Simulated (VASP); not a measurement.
# Pt (P6_3/mmc) in VASP: notebook, part 2 of 2

VASP 6.6.1.

### 4 Single point, PBE

This run uses another cell than the first one, of 13.97 Å³/atom, 1.012 times its volume.

The input, INCAR:

```
SYSTEM = Pt
  PREC = Accurate
  ENCUT = 520
  EDIFF = 1E-7
  ISMEAR = 0
  SIGMA = 0.15
  LREAL = .FALSE.
  LASPH = .TRUE.
  NELM = 60
  ALGO = Normal
  ISIF = 2
  LWAVE = .FALSE.
  LCHARG = .FALSE.
  GGA = PE
  NBANDS = 17
```

The input, KPOINTS:

```
Automatic mesh
0
G
  18 18 10
  0 0 0
```

The input, POSCAR:

```
Pt
1.0
    2.5654000000      0.0000000000      0.0000000000
   -1.2827000000      2.2217015709      0.0000000000
    0.0000000000      0.0000000000      4.9009000000
Pt
2
Direct
    0.6666666667      0.3333333333      0.7500000000
    0.3333333333      0.6666666667      0.2500000000
```

Potentials or basis: VASP PAW PBE potentials, release 64 (Pt).

Command:

```console
$ cat potpaw_PBE.64/Pt/POTCAR > POTCAR
$ mpirun -np 1 vasp_std > vasp.out
```

OUTCAR:

```text
SYSTEM = Pt
   PREC = Accurate
   ENCUT = 520
   EDIFF = 1E-7
   ISMEAR = 0
   LREAL = .FALSE.
   LASPH = .TRUE.
   NELM = 60
   ISIF = 2
   GGA = PE

 ion  position               nearest neighbor table
   1  0.667  0.333  0.750-   2 2.86   2 2.86   2 2.86   2 2.86   2 2.86   2 2.86
   2  0.333  0.667  0.250-   1 2.86   1 2.86   1 2.86   1 2.86   1 2.86   1 2.86

  LATTYP: Found a hexagonal cell.
 ALAT       =     2.5654000000
 C/A-ratio  =     1.9103843455

  Lattice vectors:

 A1 = (   2.5654000000,   0.0000000000,   0.0000000000)
 A2 = (  -1.2827000000,   2.2217015709,   0.0000000000)
 A3 = (   0.0000000000,   0.0000000000,   4.9009000000)

Analysis of symmetry for initial positions (statically):
=====================================================================
 Subroutine PRICEL returns:
 Original cell was already a primitive cell.

 Routine SETGRP: Setting up the symmetry group for a
 hexagonal supercell.

 Subroutine GETGRP returns: Found 24 space group operations
 (whereof 12 operations were pure point group operations)
 out of a pool of 24 trial point group operations.

[... 159 lines left out ...]
  ext. energy  EPLUGINS =         0.00000000
  ---------------------------------------------------
  free energy    TOTEN  =       -11.41013231 eV

  energy without entropy =      -11.38612094  energy(sigma->0) =      -11.39812663

 E-fermi :  12.7086     XC(G=0): -13.9245

 val. band max:       12.6965492987   @ k =   0.3333   0.2222   0.2000
 cond. band min:      12.7184054716   @ k =   0.4444   0.1111   0.2000
 fundamental gap:      0.0218561729
 Fermi energy:        12.7085591287

 k-point     1 :       0.0000    0.0000    0.0000
  band No.  band energies     occupation
      1       1.6727      2.00000
      2       3.9762      2.00000
      3       7.2061      2.00000
      4       8.4947      2.00000
      5       8.4947      2.00000
      6       8.7845      2.00000
[... 457 lines left out ...]
      4       8.2334      2.00000
      5       8.8397      2.00000
      6       9.3757      2.00000
[... 9 lines left out ...]
     16      26.5569      0.00000
     17      26.7539      0.00000

 [... further k-points ...]
[... 5 lines left out ...]
  --------------------------------------------------------------------------------------
  -------------------------------------------------------------------------------------
  Total       11.3415504     11.3415504      2.8163466      0.0000000     -0.0000000      0.0000000
  in kB      650.5285398    650.5285398    161.5399847      0.0000000     -0.0000000      0.0000000
  external PRESSURE =     487.5323548 kB  Pullay stress =       0.0000000 kB

 VOLUME and BASIS-vectors are now :
 -----------------------------------------------------------------------------
  energy-cutoff  :      520.00
  volume of cell :       27.93
      direct lattice vectors                 reciprocal lattice vectors
     2.565400000  0.000000000  0.000000000     0.389802760  0.225052728  0.000000000
    -1.282700000  2.221701571  0.000000000     0.000000000  0.450105457  0.000000000
     0.000000000  0.000000000  4.900900000     0.000000000  0.000000000  0.204044155

 POSITION                                       TOTAL-FORCE (eV/Angst)
 -----------------------------------------------------------------------------------
      1.28270      0.74057      3.67568        -0.000000     -0.000000      0.000000
     -0.00000      1.48113      1.22523         0.000000      0.000000      0.000000
 -----------------------------------------------------------------------------------
    total drift:                               -0.000000      0.000000     -0.000000

  FREE ENERGIE OF THE ION-ELECTRON SYSTEM (eV)
  ---------------------------------------------------
  free  energy   TOTEN  =       -11.4101323132 eV

  energy  without entropy=      -11.3861209426  energy(sigma->0) =      -11.39812663
```

OSZICAR:

```text
N       E                     dE             d eps       ncg     rms          rms(c)
DAV:   1     0.106938327513E+03    0.10694E+03   -0.10668E+04  7548   0.115E+03
DAV:   2    -0.102930990928E+02   -0.11723E+03   -0.11123E+03  8141   0.255E+02
DAV:   3    -0.121338541854E+02   -0.18408E+01   -0.18235E+01  9223   0.322E+01
DAV:   4    -0.121428450344E+02   -0.89908E-02   -0.89899E-02  9082   0.233E+00
DAV:   5    -0.121429310419E+02   -0.86008E-04   -0.86007E-04  9549   0.232E-01    0.236E+01
DAV:   6    -0.115224893029E+02    0.62044E+00   -0.76794E-01  8144   0.805E+00    0.128E+01
DAV:   7    -0.114206987734E+02    0.10179E+00   -0.26015E-01  8895   0.468E+00    0.264E+00
DAV:   8    -0.114104382445E+02    0.10261E-01   -0.34618E-02  8336   0.159E+00    0.731E-01
DAV:   9    -0.114101214512E+02    0.31679E-03   -0.34339E-04  9119   0.161E-01    0.817E-02
DAV:  10    -0.114101312770E+02   -0.98258E-05   -0.11504E-05  9208   0.247E-02    0.604E-03
DAV:  11    -0.114101325247E+02   -0.12477E-05   -0.73279E-07  9430   0.670E-03    0.673E-03
DAV:  12    -0.114101323129E+02    0.21186E-06   -0.75230E-08  5073   0.256E-03    0.394E-04
DAV:  13    -0.114101323132E+02   -0.29740E-09   -0.39562E-09  4182   0.463E-04
   1 F= -.11410132E+02 E0= -.11398127E+02  d E =-.240114E-01
```

stdout:

```text
POSCAR found type information on POSCAR Pt
 POSCAR found :  1 types and       2 ions
 scaLAPACK will be used
 LDA part: xc-table for (Slater+PW92), standard interpolation
 POSCAR, INCAR and KPOINTS ok, starting setup
 FFT: planning ... GRIDC
 FFT: planning ... GRID_SOFT
 FFT: planning ... GRID
 WAVECAR not read
 entering main loop
```

It took 32 s on 1 thread of Intel Xeon 6975P-C (Granite Rapids), shared host; peak memory 0.21 GiB.

Results:

```yaml
Free_energy: -11.4101 eV
Pressure: 48.8 GPa
Band_gap_on_the_k_mesh: zero (band 10 reaches 13.86 eV, above the bottom of band 11 at 11.90 eV)
```

Levels at points of the mesh, in eV from the Fermi level:
```csv
k point,band 7,band 8,band 9,band 10,band 11,band 12,band 13,band 14
"(0.00, 0.00, 0.00)",-3.92,-1.91,-1.41,-1.41,-0.09,-0.09,4.24,14.04
"(0.50, 0.00, 0.00)",-2.71,-0.23,1.02,1.15,2.69,4.41,8.32,8.70
"(0.00, 0.00, 0.50)",-4.14,-4.14,-0.65,-0.65,-0.65,-0.65,10.70,10.70
"(0.50, 0.00, 0.50)",-1.11,-1.11,1.09,1.09,1.72,1.72,8.10,8.10
```

Caveat: spin-orbit coupling is left out, which moves the levels of the heavy elements.

### 5 Single point, PBE

This run uses another cell than the first one, of 13.94 Å³/atom, 1.010 times its volume.

The input, INCAR:

```
SYSTEM = Pt
PREC     = Accurate       ! precision mode
ENCUT    = 520            ! plane-wave cutoff, eV
EDIFF    = 1E-6           ! SCF threshold, eV
ISMEAR   = 0              ! smearing method
SIGMA    = 0.15           ! smearing width, eV
LREAL    = .False.        ! projectors in reciprocal space
LASPH    = .True.         ! aspherical terms in the spheres
NELM     = 60             ! most SCF steps
ALGO     = Normal         ! electronic algorithm
ISIF     = 2              ! what is computed and relaxed
LWAVE    = .False.        ! write WAVECAR
LCHARG   = .False.        ! write CHGCAR
GGA      = PE             ! functional
NBANDS   = 17             ! bands
```

The input, KPOINTS:

```
regular mesh
0
Gamma
  18 18 10
  0 0 0
```

The input, POSCAR:

```
Pt
1.0
    2.6620000000      0.0000000000      0.0000000000
   -1.3310000000      2.3053596249      0.0000000000
    0.0000000000      0.0000000000      4.5423000000
Pt
2
Direct
    0.6666666667      0.3333333333      0.7500000000
    0.3333333333      0.6666666667      0.2500000000
```

Command:

```console
$ cat potpaw_PBE.64/Pt/POTCAR > POTCAR
$ mpirun -np 1 vasp_std > vasp.out
```

Wall time 31 s (1 thread of Intel Xeon 6975P-C (Granite Rapids), shared host); peak memory 0.21 GiB.

Results (log left out):

* Free energy: -11.6996 eV
* Pressure: 40.7 GPa
* Band gap on the k mesh: zero (band 10 reaches 13.40 eV, above the bottom of band 11 at 11.83 eV)

Stress tensor (GPa, compression positive):
```
40.84  0.00  0.00
 0.00 40.84  0.00
 0.00  0.00 40.43
```

Levels at points of the mesh, in eV from the Fermi level:
```tsv
k point	band 6	band 7	band 8	band 9	band 10	band 11	band 12	band 13	band 14	band 15
(0.00, 0.00, 0.00)	-3.69	-3.69	-2.36	-2.36	-1.16	-0.29	-0.29	5.79	14.74	15.83
(0.50, 0.00, 0.00)	-3.53	-3.32	0.08	0.29	0.57	2.50	4.15	7.96	9.60	10.73
(0.00, 0.00, 0.50)	-4.19	-4.19	-4.19	-1.00	-1.00	-1.00	-1.00	13.05	13.05	15.53
(0.50, 0.00, 0.50)	-2.31	-1.18	-1.18	0.45	0.45	1.68	1.68	7.38	7.38	14.89
```

Caveat: spin-orbit coupling is left out, which moves the levels of the heavy elements.

### 6 Summary

| cell | gap on the mesh (eV) | pressure (GPa) |
| --- | --- | --- |
| a = 2.565, b = 2.565, c = 4.841 Å, angles 90.0, 90.0, 120.0°, 2 atoms | none | 53.1 |
| a = 2.614, b = 2.614, c = 4.662 Å, angles 90.0, 90.0, 120.0°, 2 atoms | none | 47.5 |
| a = 2.565, b = 2.565, c = 4.901 Å, angles 90.0, 90.0, 120.0°, 2 atoms | none | 48.8 |
| a = 2.662, b = 2.662, c = 4.542 Å, angles 90.0, 90.0, 120.0°, 2 atoms | none | 40.7 |

Alike in all rows: task single point; level PBE; potentials or basis VASP PAW PBE potentials, release 64 (Pt); no spin polarisation; k mesh 18 × 18 × 10; cutoff (eV) 520; smearing gaussian 0.15 eV.

Caveats: spin-orbit coupling is left out, which moves the levels of the heavy elements.

Total energies depend on the potentials used, so only differences within one code and one set of settings carry meaning.
